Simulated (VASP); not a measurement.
# Ti (Cmcm) in VASP: a series of runs

Ti is run at these levels: PBEsol; tasks: single point.

Everything below comes from runs of VASP 6.6.1. Logs are shortened: lines on timing, memory, paths and dates and some standing lists are left out, and cuts for length are marked.

## Step 1: The cell of the first run

It takes space group Cmcm (No. 63, orthorhombic). Conventional cell: a = 2.929 Å, b = 4.973 Å, c = 4.591 Å, α = 90.00°, β = 90.00°, γ = 90.00°. Ti (site symmetry m2m) has 12 Ti at 2.83 to 2.93 Å within 3.7 Å.

## Step 2: Single point, PBEsol (strain +0.0100 x Voigt [1, -1, 0, 0, 0, 0])

INCAR

```
  ALGO = Fast
  EDIFF = 1E-6
  ENCUT = 520
  GGA = PS
  ISIF = 2
  ISMEAR = 0
  LASPH = True
  LCHARG = False
  LREAL = False
  LWAVE = False
  NBANDS = 19
  NELM = 80
  PREC = Accurate
  SIGMA = 0.15
```

KPOINTS

```
k-points
0
Gamma
  24 24 14
```

POSCAR

```
Ti
1.0
    2.9294395524      0.0000000000      0.0000000000
   -1.4647197762      2.4867320599      0.0000000000
    0.0000000000      0.0000000000      4.5909904469
Ti
2
Direct
    0.3333333333      0.6666666667      0.2500000000
    0.6666666667      0.3333333333      0.7500000000
```

Potentials or basis: VASP PAW PBE potentials, release 64 (Ti_sv).

Started as:

```bash
> cat potpaw_PBE.64/Ti_sv/POTCAR > POTCAR
> mpirun -np 1 vasp_std > vasp.out
```

OUTCAR:

```text
EDIFF = 1E-6
   ENCUT = 520
   GGA = PS
   ISIF = 2
   ISMEAR = 0
   LASPH = True
   LREAL = False
   NELM = 80
   PREC = Accurate

 ion  position               nearest neighbor table
   1  0.333  0.667  0.250-   2 2.83   2 2.83   2 2.85   2 2.85   2 2.85   2 2.85
   2  0.667  0.333  0.750-   1 2.83   1 2.83   1 2.85   1 2.85   1 2.85   1 2.85

  Warning from LATTYP: Monoclinic adjustment (A1->A3, A2->A1, A3->A2)!
  LATTYP: Found a base centered orthorhombic cell.
 ALAT       =     2.9294395524
 B/A-ratio  =     1.6977527718
 C/A-ratio  =     1.5671907082

  Lattice vectors:

 A1 = (   1.4647197762,  -2.4867320599,   0.0000000000)
 A2 = (   1.4647197762,   2.4867320599,   0.0000000000)
 A3 = (   0.0000000000,   0.0000000000,   4.5909904469)

Analysis of symmetry for initial positions (statically):
=====================================================================
 Subroutine PRICEL returns:
 Original cell was already a primitive cell.

 Routine SETGRP: Setting up the symmetry group for a
 base centered orthorhombic supercell.

 Subroutine GETGRP returns: Found  8 space group operations
 (whereof  4 operations were pure point group operations)
 out of a pool of  8 trial point group operations.

The static configuration has the point symmetry C_2h.
 The point group associated with its full space group is D_2h.

Analysis of symmetry for dynamics (positions and initial velocities):
=====================================================================
 Subroutine PRICEL returns:
 Original cell was already a primitive cell.

 Routine SETGRP: Setting up the symmetry group for a
 base centered orthorhombic supercell.

 Subroutine GETGRP returns: Found  8 space group operations
 (whereof  4 operations were pure point group operations)
 out of a pool of  8 trial point group operations.

The dynamic configuration has the point symmetry C_2h.
 The point group associated with its full space group is D_2h.

 Subroutine INISYM returns: Found  8 space group operations
 (whereof  4 operations are pure point group operations),
 and found     1 'primitive' translations

----------------------------------------------------------------------------------------

                                     Primitive cell

  volume of cell :      33.4441

  direct lattice vectors                    reciprocal lattice vectors
[... 79 lines left out ...]
   ISTART =      0    job   : 0-new  1-cont  2-samecut
   ICHARG =      2    charge: 1-file 2-atom 10-const
   ISPIN  =      1    spin polarized calculation?
   LNONCOLLINEAR =      F non collinear calculations
   LSORBIT =      F    spin-orbit coupling
   LASPH  =      T    aspherical Exc in radial PAW
   ENCUT  =  520.0 eV  38.22 Ry    6.18 a.u.   5.45  5.37  8.54*2*pi/ulx,y,z
   NELM   =     80;   NELMIN=  2; NELMDL= -5     # of ELM steps
   EDIFF  = 0.1E-05   stopping-criterion for ELM
   LREAL  =      F    real-space projection
   EDIFFG = 0.1E-04   stopping-criterion for IOM
   NSW    =      0    number of steps for IOM
   IBRION =     -1    ionic relax: 0-MD 1-quasi-New 2-CG
   NFREE  =      0    steps in history (QN), initial steepest desc. (CG)
   ISIF   =      2    stress and relaxation
   ISYM   =      2    0-nonsym 1-usesym 2-fastsym
   POTIM  = 0.5000    time-step for ionic-motion
   TEBEG  =    0.0;   TEEND  =   0.0 temperature during run
   PSTRESS=    0.0 pullay stress
   NELECT =      24.0000    total number of electrons
   NUPDOWN=      -1.0000    fix difference up-down
   EMIN   =  10.00;   EMAX   =-10.00  energy-range for DOS
   EFERMI =   0.00;   METHOD = LEGACY
   ISMEAR =     0;   SIGMA  =   0.15  broadening in eV -4-tet -1-fermi 0-gaus
   EFERMI_NEDOS =   21; number of points for ismear=-14 and -15
   IALGO  =     68    algorithm
   IMIX   =      4    mixing-type and parameters
     AMIX     =   0.40;   BMIX     =  1.00
     AMIX_MAG =   1.60;   BMIX_MAG =  1.00
  volume/ion in A,a.u.               =      16.72       112.85
  Fermi-wavevector in a.u.,A,eV,Ry     =   1.465678  2.769730 29.228203  2.148212
  Thomas-Fermi vector in A             =   2.581506
   LORBIT       =      0    0 simple, 1 ext, 2 COOP (PROOUT), +10 PAW based schemes
   GGA     = PS    functional components
   LHFCALC =     F    Hartree Fock is set to
   AEXX    =    0.0000 exact exchange contribution
   IVDW    =     0    specifies the selected vdW correction
   LEPSILON=     F    determine dielectric tensor
   LRPA    =     F    only Hartree local field effects (RPA)
 non-spin polarized calculation
 RMM-DIIS sequential band-by-band and
 Gauss-broadening in eV      SIGMA  =   0.15
  energy-cutoff  :      520.00
  volume of cell :       33.44
 maximum number of plane-waves:       921
 NGX is ok and might be reduce to    24
   NGX = 11   NGY = 11   NGZ = 17

 number of electron      24.0000000 magnetization

 Free energy of the ion-electron system (eV)
  ---------------------------------------------------
  ext. energy  EPLUGINS =         0.00000000
  ---------------------------------------------------
  free energy    TOTEN  =       -16.68735977 eV

  energy without entropy =      -16.66423456  energy(sigma->0) =      -16.67579717

 E-fermi :   8.6114     XC(G=0): -11.8176

 val. band max:        8.6111088157   @ k =   0.2083   0.3333   0.2857
 cond. band min:       8.6119219058   @ k =   0.1250   0.0000   0.4286
 fundamental gap:      0.0008130901
 Fermi energy:         8.6113923546

 k-point     1 :       0.0000    0.0000    0.0000
  band No.  band energies     occupation
      1     -47.9502      2.00000
      2     -47.7871      2.00000
      3     -24.6883      2.00000
      4     -23.9662      2.00000
      5     -23.9475      2.00000
      6     -23.8752      2.00000
[... 505 lines left out ...]
      6     -24.1064      2.00000
[... 11 lines left out ...]
     18      12.3619      0.00000
     19      12.7333      0.00000

 [... further k-points ...]
[... 5 lines left out ...]
  --------------------------------------------------------------------------------------
  -------------------------------------------------------------------------------------
  Total       -0.3206173      0.2197196     -0.0722670      0.0000000      0.0000000      0.0000000
  in kB      -15.3595188     10.5259043     -3.4620299      0.0000000      0.0000000      0.0000000
  external PRESSURE =      -2.7652148 kB  Pullay stress =       0.0000000 kB

 VOLUME and BASIS-vectors are now :
 -----------------------------------------------------------------------------
  energy-cutoff  :      520.00
  volume of cell :       33.44
      direct lattice vectors                 reciprocal lattice vectors
     2.929439552  0.000000000  0.000000000     0.341362224  0.201067098  0.000000000
    -1.464719776  2.486732060  0.000000000     0.000000000  0.402134197  0.000000000
     0.000000000  0.000000000  4.590990447     0.000000000  0.000000000  0.217817922

 POSITION                                       TOTAL-FORCE (eV/Angst)
 -----------------------------------------------------------------------------------
     -0.00000      1.65782      1.14775        -0.000000     -0.056151      0.000000
      1.46472      0.82891      3.44324         0.000000      0.056151      0.000000
 -----------------------------------------------------------------------------------
    total drift:                               -0.000000      0.000000     -0.000000

  FREE ENERGIE OF THE ION-ELECTRON SYSTEM (eV)
  ---------------------------------------------------
  free  energy   TOTEN  =       -16.6873597731 eV

  energy  without entropy=      -16.6642345632  energy(sigma->0) =      -16.67579717
```

Wall time 14 min (1 thread of Intel Xeon 6975P-C (Granite Rapids), shared host); peak memory 0.7 GiB.

Results:

| Property | Result |
| --- | --- |
| Free energy | -16.6874 eV |
| Pressure | -0.3 GPa |
| Largest force | 0.056 eV/Å |
| Band gap on the k mesh | zero (bands 12 and 13 overlap by 1.26 eV) |

Forces in eV/Å, atoms in the order of the input:
```
Ti   0.000 -0.056  0.000
Ti   0.000  0.056  0.000
```

Levels at points of the mesh, in eV from the Fermi level:
```tsv
k point	band 9	band 10	band 11	band 12	band 13	band 14	band 15	band 16
(0.00, 0.00, 0.00)	-6.30	-2.79	0.66	0.90	0.93	0.93	1.21	1.44
(0.50, 0.00, 0.00)	-2.41	-2.27	-1.95	-0.62	0.51	0.67	1.20	3.50
(0.00, 0.50, 0.00)	-2.38	-2.29	-1.95	-0.49	0.37	0.69	1.32	3.55
(0.00, 0.00, 0.50)	-4.38	-4.38	0.09	0.09	0.58	0.58	0.81	0.81
(0.50, 0.00, 0.50)	-2.66	-2.66	-0.86	-0.86	1.40	1.40	1.84	1.84
(0.00, 0.50, 0.50)	-2.64	-2.64	-0.85	-0.85	1.53	1.53	1.72	1.72
```

Caveat: the cell differs from its parent crystal (strain +0.0100 x Voigt [1, -1, 0, 0, 0, 0]); the PAW data sets were made with another functional, which shifts forces and pressure a little.

## Step 3: Single point, PBEsol (strain -0.0050 x Voigt [1, -1, 0, 0, 0, 0])

INCAR

```
PREC = Accurate
ENCUT = 520
EDIFF = 1E-6
ISMEAR = 0
SIGMA = 0.15
LREAL = F
LASPH = T
NELM = 80
ALGO = Fast
ISIF = 2
LWAVE = F
LCHARG = F
GGA = PS
NBANDS = 19
```

KPOINTS

```
Automatic mesh
0
Gamma
  24 24 14
```

POSCAR

```
Ti
1.0
    2.8859330244      0.0000000000      0.0000000000
   -1.4429665122      2.5244098184      0.0000000000
    0.0000000000      0.0000000000      4.5909904469
Ti
2
Direct
    0.3333333333      0.6666666667      0.2500000000
    0.6666666667      0.3333333333      0.7500000000
```

Potentials or basis: VASP PAW PBE potentials, release 64 (Ti_sv).

Started as:

```bash
> cat potpaw_PBE.64/Ti_sv/POTCAR > POTCAR
> mpirun -np 1 vasp_std > vasp.out
```

Wall time 14 min (1 thread of Intel Xeon 6975P-C (Granite Rapids), shared host); peak memory 0.7 GiB.

It converged, with:

```yaml
Free_energy: -16.6894 eV
Pressure: -0.3 GPa
Largest_force: 0.027 eV/Å
Band_gap_on_the_k_mesh: zero (bands 12 and 13 overlap by 1.23 eV)
```

Forces in eV/Å, atoms in the order of the input:
```
Ti   0.000  0.027  0.000
Ti   0.000 -0.027  0.000
```

Stress tensor (GPa, compression positive):
```
 0.39  0.00  0.00
 0.00 -0.93  0.00
 0.00  0.00 -0.33
```

Levels at points of the mesh, in eV from the Fermi level:
```csv
k point,band 8,band 9,band 10,band 11,band 12,band 13,band 14,band 15,band 16,band 17
"(0.00, 0.00, 0.00)",-32.45,-6.30,-2.79,0.73,0.86,0.90,0.93,1.27,1.38,1.67
"(0.50, 0.00, 0.00)",-32.54,-2.40,-2.28,-1.95,-0.56,0.45,0.67,1.26,3.52,3.76
"(0.00, 0.50, 0.00)",-32.53,-2.41,-2.27,-1.95,-0.62,0.53,0.65,1.20,3.51,3.75
"(0.00, 0.00, 0.50)",-32.51,-4.39,-4.39,0.09,0.09,0.64,0.64,0.75,0.75,2.92
"(0.50, 0.00, 0.50)",-32.64,-2.65,-2.65,-0.85,-0.85,1.46,1.46,1.78,1.78,3.67
"(0.00, 0.50, 0.50)",-32.63,-2.66,-2.66,-0.86,-0.86,1.39,1.39,1.84,1.84,3.65
```

Caveat: the cell differs from its parent crystal (strain -0.0050 x Voigt [1, -1, 0, 0, 0, 0]); the PAW data sets were made with another functional, which shifts forces and pressure a little.
